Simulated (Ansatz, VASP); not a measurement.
# Ir in VASP and in Ansatz

File INCAR:

```
ALGO = Normal
EDIFF = 1E-6
EDIFFG = -0.04
ENCUT = 600
GGA = PS
IBRION = 2
ISIF = 3
ISMEAR = 0
LASPH = T
LCHARG = F
LREAL = F
LWAVE = F
NELM = 80
NSW = 90
PREC = Accurate
SIGMA = 0.1
```

KPOINTS

```
k-points
0
Gamma
  9 9 9
```

POSCAR

```
Ir
1.0
    1.4389505514      0.8307784882      6.9543577242
   -1.4389505514      0.8307784882      6.9543577242
    0.0000000000     -1.6615569764      6.9543577242
Ir
3
Direct
    0.0000000000      0.0000000000      0.0000000000
    0.2222200000      0.2222200000      0.2222200000
    0.7777800000      0.7777800000      0.7777800000
```

Input for Ansatz:

```yaml
crystal:
  lattice:
    - [1.4389505514, 0.8307784882, 6.9543577242]
    - [-1.4389505514, 0.8307784882, 6.9543577242]
    - [0.0, -1.6615569764, 6.9543577242]
  atoms:
    - { symbol: Ir, position: [0.0, 0.0, 0.0] }
    - { symbol: Ir, position: [0.22222, 0.22222, 0.22222] }
    - { symbol: Ir, position: [0.77778, 0.77778, 0.77778] }
basis:
  ecutwfc: 420
kpoints:
  mp_grid: { grid: [9, 9, 9] }
hamiltonian:
  xc: pbesol
scf:
  occupations: { method: gaussian, width: 0.1 }
  lower_state_search: "off"
output:
  forces: true
  stress: true
  eigenvalues: true
relax:
  adjacent_minimum: "off"
  f_tol: 0.04
  max_steps: 70
  cell: { stress_tol: 0.4 }
```

Alike in both runs: task relaxation of cell and atoms; functional PBEsol; k mesh 9 × 9 × 9; occupations gaussian, width 0.1 eV; no spin polarisation.

|  | VASP | Ansatz |
| --- | --- | --- |
| version | VASP 6.6.1 | Ansatz 0.2.0 |
| potentials or method | VASP PAW PBE potentials, release 64 (Ir), cutoff 600 eV | scalar-relativistic, plane waves, PAW |
| valence electrons in the cell | 27 | 51 |

VASP gave:

| Property | Result |
| --- | --- |
| gap on the k mesh at the Fermi level, each at its own relaxed structure (eV) | none |
| relaxed volume (Å³/atom) | 14.11 |
| relaxed length of the cell vector where the two differ most in proportion (Å) | 6.801 |

Q: Estimate Ansatz's values.

A: gap on the k mesh at the Fermi level, each at its own relaxed structure (eV): none; relaxed volume (Å³/atom): 14.08; relaxed length of the cell vector where the two differ most in proportion (Å): 6.798.

VASP's potentials were made for PBE, not for PBEsol. A gap of «none» marks a metal or a gap that the smearing closes. VASP's potentials hold 27 valence electrons a cell and Ansatz's 51, so a difference there can come from the potentials and not from the codes.

Neither program's run includes spin-orbit coupling. Noted on VASP's run: the volume moved by over 15 % at a fixed basis, so the end points are rough.
